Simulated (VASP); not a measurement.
# TiN (rocksalt type) (Fm-3m) in VASP: further runs

Runs on TiN (rocksalt type). Level: PBE. Tasks: single point.

Everything below comes from runs of VASP 6.6.1. Logs are shortened: lines on timing, memory, paths and dates and some standing lists are left out, and cuts for length are marked.

### 1 The cell of the first run

It takes space group Fm-3m (No. 225, cubic). Conventional cell: a = 3.943 Å, b = 3.943 Å, c = 3.943 Å, α = 90.00°, β = 90.00°, γ = 90.00°. Within 2.6 Å of Ti (site symmetry m-3m) lie 6 N at 1.97 Å. Within 2.6 Å of N (site symmetry m-3m) lie 6 Ti at 1.97 Å.

### 2 Single point, PBE (7.66 Å³/atom)

INCAR

```
PREC = Accurate
ENCUT = 520
EDIFF = 1E-6
ISMEAR = -1
SIGMA = 0.1
LREAL = False
LASPH = True
NELM = 100
ALGO = Normal
ISIF = 2
LWAVE = False
LCHARG = False
GGA = PE
NBANDS = 16
```

KPOINTS

```
Automatic mesh
0
Gamma
  15 15 15
```

POSCAR

```
TiN
1.0
    0.0000000000      1.9715876643      1.9715876643
    1.9715876643      0.0000000000      1.9715876643
    1.9715876643      1.9715876643      0.0000000000
Ti N
1 1
Direct
    0.0000000000      0.0000000000      0.0000000000
    0.5000000000      0.5000000000      0.5000000000
```

Potentials or basis: VASP PAW PBE potentials, release 64 (Ti_sv, N).

Started as:

```bash
$ cat potpaw_PBE.64/Ti_sv/POTCAR potpaw_PBE.64/N/POTCAR > POTCAR
$ mpirun -np 1 vasp_std > vasp.out
```

OUTCAR:

```text
PREC = Accurate
   ENCUT = 520
   EDIFF = 1E-6
   ISMEAR = -1
   LREAL = False
   LASPH = True
   NELM = 100
   ISIF = 2
   GGA = PE

 ion  position               nearest neighbor table
   1  0.000  0.000  0.000-   2 1.97   2 1.97   2 1.97   2 1.97   2 1.97   2 1.97
   2  0.500  0.500  0.500-   1 1.97   1 1.97   1 1.97   1 1.97   1 1.97   1 1.97

  LATTYP: Found a face centered cubic cell.
 ALAT       =     3.9431753286

  Lattice vectors:

 A1 = (   0.0000000000,   1.9715876643,   1.9715876643)
 A2 = (   1.9715876643,   0.0000000000,   1.9715876643)
 A3 = (   1.9715876643,   1.9715876643,   0.0000000000)

Analysis of symmetry for initial positions (statically):
=====================================================================
 Subroutine PRICEL returns:
 Original cell was already a primitive cell.

 Routine SETGRP: Setting up the symmetry group for a
 face centered cubic supercell.

 Subroutine GETGRP returns: Found 48 space group operations
 (whereof 48 operations were pure point group operations)
 out of a pool of 48 trial point group operations.

The static configuration has the point symmetry O_h .

Analysis of symmetry for dynamics (positions and initial velocities):
=====================================================================
 Subroutine PRICEL returns:
 Original cell was already a primitive cell.

 Routine SETGRP: Setting up the symmetry group for a
 face centered cubic supercell.

 Subroutine GETGRP returns: Found 48 space group operations
 (whereof 48 operations were pure point group operations)
 out of a pool of 48 trial point group operations.

The dynamic configuration has the point symmetry O_h .

 Subroutine INISYM returns: Found 48 space group operations
 (whereof 48 operations are pure point group operations),
 and found     1 'primitive' translations

----------------------------------------------------------------------------------------

                                     Primitive cell

  volume of cell :      15.3277

  direct lattice vectors                    reciprocal lattice vectors
     0.000000000  1.971587664  1.971587664    -0.253602723  0.253602723  0.253602723
     1.971587664  0.000000000  1.971587664     0.253602723 -0.253602723  0.253602723
     1.971587664  1.971587664  0.000000000     0.253602723  0.253602723 -0.253602723

  length of vectors
     2.788246014  2.788246014  2.788246014     0.439252801  0.439252801  0.439252801

  position of ions in fractional coordinates (direct lattice)
     0.000000000  0.000000000  0.000000000
     0.500000000  0.500000000  0.500000000

  ion indices of the primitive-cell ions
   primitive index   ion index
                 1           1
                 2           2

----------------------------------------------------------------------------------------

 KPOINTS: Automatic mesh

Automatic generation of k-mesh.
 Grid dimensions read from file:
 generate k-points for:   15   15   15

 Generating k-lattice:

  Cartesian coordinates                     Fractional coordinates (reciprocal lattice)
    -0.016906848  0.016906848  0.016906848     0.066666667  0.000000000  0.000000000
     0.016906848 -0.016906848  0.016906848     0.000000000  0.066666667  0.000000000
     0.016906848  0.016906848 -0.016906848     0.000000000  0.000000000  0.066666667

  Length of vectors
     0.029283520  0.029283520  0.029283520

  Shift w.r.t. Gamma in fractional coordinates (k-lattice)
     0.000000000  0.000000000  0.000000000

 Subroutine IBZKPT returns following result:
 ===========================================

 Found    120 irreducible k-points:

 Following reciprocal coordinates:
            Coordinates               Weight
  0.000000  0.000000  0.000000      1.000000
  0.066667  0.000000  0.000000      8.000000
  0.133333  0.000000  0.000000      8.000000
  0.200000  0.000000  0.000000      8.000000
  0.266667  0.000000  0.000000      8.000000
  0.333333  0.000000  0.000000      8.000000
[... 16 lines left out ...]
  0.133333  0.133333  0.000000      6.000000
  0.200000  0.133333  0.000000     24.000000
 [... further k-points ...]
   k-points           NKPTS =    120   k-points in BZ     NKDIM =    120   number of bands    NBANDS=     16
   number of dos      NEDOS =    301   number of ions     NIONS =      2
   total plane-waves  NPLWV =  13824
   dimension x,y,z NGX =    24 NGY =   24 NGZ =   24
   dimension x,y,z NGXF=    48 NGYF=   48 NGZF=   48
   ions per type =               1   1
   NGX,Y,Z   is equivalent  to a cutoff of  14.31, 14.31, 14.31 a.u.
   NGXF,Y,Z  is equivalent  to a cutoff of  28.62, 28.62, 28.62 a.u.
 SYSTEM =  unknown system
   PREC   = accura    normal or accurate (medium, high low for compatibility)
   ISTART =      0    job   : 0-new  1-cont  2-samecut
   ICHARG =      2    charge: 1-file 2-atom 10-const
   ISPIN  =      1    spin polarized calculation?
   LNONCOLLINEAR =      F non collinear calculations
   LSORBIT =      F    spin-orbit coupling
   LASPH  =      T    aspherical Exc in radial PAW
   ENCUT  =  520.0 eV  38.22 Ry    6.18 a.u.   5.18  5.18  5.18*2*pi/ulx,y,z
   NELM   =    100;   NELMIN=  2; NELMDL= -5     # of ELM steps
   EDIFF  = 0.1E-05   stopping-criterion for ELM
   LREAL  =      F    real-space projection
   EDIFFG = 0.1E-04   stopping-criterion for IOM
   NSW    =      0    number of steps for IOM
   IBRION =     -1    ionic relax: 0-MD 1-quasi-New 2-CG
   NFREE  =      0    steps in history (QN), initial steepest desc. (CG)
   ISIF   =      2    stress and relaxation
   ISYM   =      2    0-nonsym 1-usesym 2-fastsym
   POTIM  = 0.5000    time-step for ionic-motion
   TEBEG  =    0.0;   TEEND  =   0.0 temperature during run
   PSTRESS=    0.0 pullay stress
   NELECT =      17.0000    total number of electrons
   NUPDOWN=      -1.0000    fix difference up-down
   EMIN   =  10.00;   EMAX   =-10.00  energy-range for DOS
   EFERMI =   0.00;   METHOD = LEGACY
   ISMEAR =    -1;   SIGMA  =   0.10  broadening in eV -4-tet -1-fermi 0-gaus
   EFERMI_NEDOS =   21; number of points for ismear=-14 and -15
   IALGO  =     38    algorithm
   IMIX   =      4    mixing-type and parameters
     AMIX     =   0.40;   BMIX     =  1.00
     AMIX_MAG =   1.60;   BMIX_MAG =  1.00
  volume/ion in A,a.u.               =       7.66        51.72
  Fermi-wavevector in a.u.,A,eV,Ry     =   1.694592  3.202314 39.071043  2.871641
  Thomas-Fermi vector in A             =   2.775789
   LORBIT       =      0    0 simple, 1 ext, 2 COOP (PROOUT), +10 PAW based schemes
   GGA     = PE    functional components
   LHFCALC =     F    Hartree Fock is set to
   AEXX    =    0.0000 exact exchange contribution
   IVDW    =     0    specifies the selected vdW correction
   LEPSILON=     F    determine dielectric tensor
   LRPA    =     F    only Hartree local field effects (RPA)
 non-spin polarized calculation
  energy-cutoff  :      520.00
  volume of cell :       15.33
 maximum number of plane-waves:       424
 NGX is ok and might be reduce to    24
   NGX = 11   NGY = 11   NGZ = 11

 number of electron      16.9999999 magnetization

 Free energy of the ion-electron system (eV)
  ---------------------------------------------------
  ext. energy  EPLUGINS =         0.00000000
  ---------------------------------------------------
  free energy    TOTEN  =       -18.66183893 eV

  energy without entropy =      -18.64106646  energy(sigma->0) =      -18.65145270

 E-fermi :  14.6249     XC(G=0): -14.2734

 val. band max:       14.6019061386   @ k =  -0.4667   0.2667   0.0667
 cond. band min:      14.6979464868   @ k =   0.1333   0.0000   0.0000
 fundamental gap:      0.0960403481
 Fermi energy:        14.6249032259

 k-point     1 :       0.0000    0.0000    0.0000
  band No.  band energies     occupation
      1     -42.9587      2.00000
      2     -18.6822      2.00000
      3     -18.6822      2.00000
      4     -18.6822      2.00000
      5      -3.7636      2.00000
      6      12.3370      2.00000
[... 8 lines left out ...]
     15      28.4824      0.00000
     16      37.7213      0.00000

 k-point     2 :       0.0667    0.0000    0.0000
  band No.  band energies     occupation
      1     -42.9481      2.00000
      2     -18.7493      2.00000
      3     -18.6868      2.00000
      4     -18.6868      2.00000
      5      -3.6349      2.00000
      6      11.7143      2.00000
[... 8 lines left out ...]
     15      28.6715      0.00000
     16      37.5358      0.00000

 k-point     3 :       0.1333    0.0000    0.0000
  band No.  band energies     occupation
      1     -42.9181      2.00000
      2     -18.9352      2.00000
      3     -18.6996      2.00000
      4     -18.6996      2.00000
      5      -3.2667      2.00000
      6      10.5303      2.00000
[... 8 lines left out ...]
     15      29.0810      0.00000
     16      37.0301      0.00000

 k-point     4 :       0.2000    0.0000    0.0000
  band No.  band energies     occupation
      1     -42.8734      2.00000
      2     -19.2002      2.00000
      3     -18.7184      2.00000
      4     -18.7184      2.00000
      5      -2.7067      2.00000
      6       9.2104      2.00000
[... 8 lines left out ...]
     15      29.3907      0.00000
     16      36.0277      0.00000
[... 324 lines left out ...]
 k-point    22 :      -0.0667    0.0667    0.0000
  band No.  band energies     occupation
      1     -42.9310      2.00000
      2     -18.8409      2.00000
      3     -18.7204      2.00000
      4     -18.6825      2.00000
      5      -3.4294      2.00000
      6      10.9013      2.00000
[... 8 lines left out ...]
     15      28.9385      0.00000
     16      36.7831      0.00000

 k-point    23 :       0.1333    0.1333    0.0000
  band No.  band energies     occupation
      1     -42.9046      2.00000
      2     -18.9170      2.00000
      3     -18.7541      2.00000
      4     -18.7541      2.00000
      5      -3.1496      2.00000
      6       9.4528      2.00000
[... 8 lines left out ...]
     15      29.3997      0.00000
     16      36.3138      0.00000

 k-point    24 :       0.2000    0.1333    0.0000
  band No.  band energies     occupation
      1     -42.8715      2.00000
      2     -19.0852      2.00000
      3     -18.7883      2.00000
      4     -18.7734      2.00000
      5      -2.7955      2.00000
      6       8.6331      2.00000
[... 8 lines left out ...]
     15      29.7452      0.00000
     16      35.6830      0.00000

 [... further k-points ...]
[... 5 lines left out ...]
  --------------------------------------------------------------------------------------
  -------------------------------------------------------------------------------------
  Total        9.4897258      9.4897258      9.4897258      0.0000000     -0.0000000      0.0000000
  in kB      991.9413072    991.9413072    991.9413072      0.0000000     -0.0000000      0.0000000
  external PRESSURE =     991.9413072 kB  Pullay stress =       0.0000000 kB

 VOLUME and BASIS-vectors are now :
 -----------------------------------------------------------------------------
  energy-cutoff  :      520.00
  volume of cell :       15.33
      direct lattice vectors                 reciprocal lattice vectors
     0.000000000  1.971587664  1.971587664    -0.253602723  0.253602723  0.253602723
     1.971587664  0.000000000  1.971587664     0.253602723 -0.253602723  0.253602723
     1.971587664  1.971587664  0.000000000     0.253602723  0.253602723 -0.253602723

 POSITION                                       TOTAL-FORCE (eV/Angst)
 -----------------------------------------------------------------------------------
      0.00000      0.00000      0.00000         0.000000     -0.000000      0.000000
      1.97159      1.97159      1.97159        -0.000000      0.000000     -0.000000
 -----------------------------------------------------------------------------------
    total drift:                                0.000000     -0.000000     -0.000000

  FREE ENERGIE OF THE ION-ELECTRON SYSTEM (eV)
  ---------------------------------------------------
  free  energy   TOTEN  =       -18.6618389333 eV

  energy  without entropy=      -18.6410664589  energy(sigma->0) =      -18.65145270
```

Wall time 44 s (1 thread of Intel Xeon 8259CL, shared host); peak memory 0.16 GiB.

What came out:

- Free energy: -18.6618 eV
- Pressure: 99.2 GPa
- Band gap on the k mesh: zero (an odd number of electrons rules out a gap without spin polarisation)

Levels at points of the mesh, in eV from the Fermi level:
```tsv
k point	band 7	band 8	band 9	band 10	band 11	band 12
(0.00, 0.00, 0.00)	-2.29	-2.29	-0.84	-0.84	-0.84	0.81
```

Caveat: the cell stands under pressure.

### 3 Single point, PBE (8.43 Å³/atom)

This run uses another cell than the first one, of 8.43 Å³/atom.

INCAR

```
PREC = Accurate ; ENCUT = 520
EDIFF = 1E-6 ; ISMEAR = -1
SIGMA = 0.1 ; LREAL = False
LASPH = True ; NELM = 100
ALGO = Normal ; ISIF = 2
LWAVE = False ; LCHARG = True
GGA = PE ; LELF = True
LVHAR = True ; NBANDS = 16
```

KPOINTS is that of step 2.

POSCAR

```
TiN
1.0
    0.0000000000      2.0352307417      2.0352307417
    2.0352307417      0.0000000000      2.0352307417
    2.0352307417      2.0352307417      0.0000000000
Ti N
1 1
Direct
    0.0000000000      0.0000000000      0.0000000000
    0.5000000000      0.5000000000      0.5000000000
```

Potentials or basis: VASP PAW PBE potentials, release 64 (Ti_sv, N).

Started as:

```bash
$ cat potpaw_PBE.64/Ti_sv/POTCAR potpaw_PBE.64/N/POTCAR > POTCAR
$ mpirun -np 1 vasp_std > vasp.out
```

It took 57 s on 1 thread of Intel Xeon 8259CL, shared host; peak memory 0.16 GiB.

It converged, with:

* Free energy: -19.3440 eV
* Pressure: 46.8 GPa
* Band gap on the k mesh: zero (an odd number of electrons rules out a gap without spin polarisation)

Levels at points of the mesh, in eV from the Fermi level:
```csv
k point,band 7,band 8,band 9,band 10,band 11,band 12
"(0.00, 0.00, 0.00)",-2.19,-2.19,-0.73,-0.73,-0.73,0.71
```

Caveat: the cell stands under pressure.
